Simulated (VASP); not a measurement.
A run of VASP 6.6.1:

The input INCAR:

```
SYSTEM = C
ALGO = Normal ; EDIFF = 1E-8
ENCUT = 600 ; GGA = PE
IBRION = 6 ; ISIF = 3
ISMEAR = -1 ; KPAR = 4
LASPH = .True. ; LCHARG = .False.
LREAL = .False. ; LWAVE = .False.
NELM = 100 ; NFREE = 2
NSW = 1 ; POTIM = 0.015
PREC = Accurate ; SIGMA = 0.15
```

The input KPOINTS:

```
k-points
0
Gamma
  18 18 6
  0 0 0
```

The input POSCAR:

```
C
1.0
    2.4665307307      0.0000000000      0.0000000000
   -1.2332653654      2.1360782720      0.0000000000
    0.0000000000      0.0000000000      8.7004927013
C
4
Direct
    0.0000000000      0.0000000000      0.0025000000
    0.0000000000      0.0000000000      0.5025000000
    0.3333333333      0.6666666667      0.0025000000
    0.6666666667      0.3333333333      0.5025000000
```

Potentials or basis: VASP PAW PBE potentials, release 64 (C).

Launch:

```console
$ cat potpaw_PBE.64/C/POTCAR > POTCAR
$ mpirun -np 4 vasp_std > vasp.out
```

Hardware: 4 MPI ranks on Oxide Virtual Turin-like Processor, with other jobs on the host.

Estimate the wall time of this run.

Wall time 24 min on 4 MPI ranks on Oxide Virtual Turin-like Processor (shared host), peak memory 0.69 GiB a rank. Counts: scf iterations 199, k points 148.
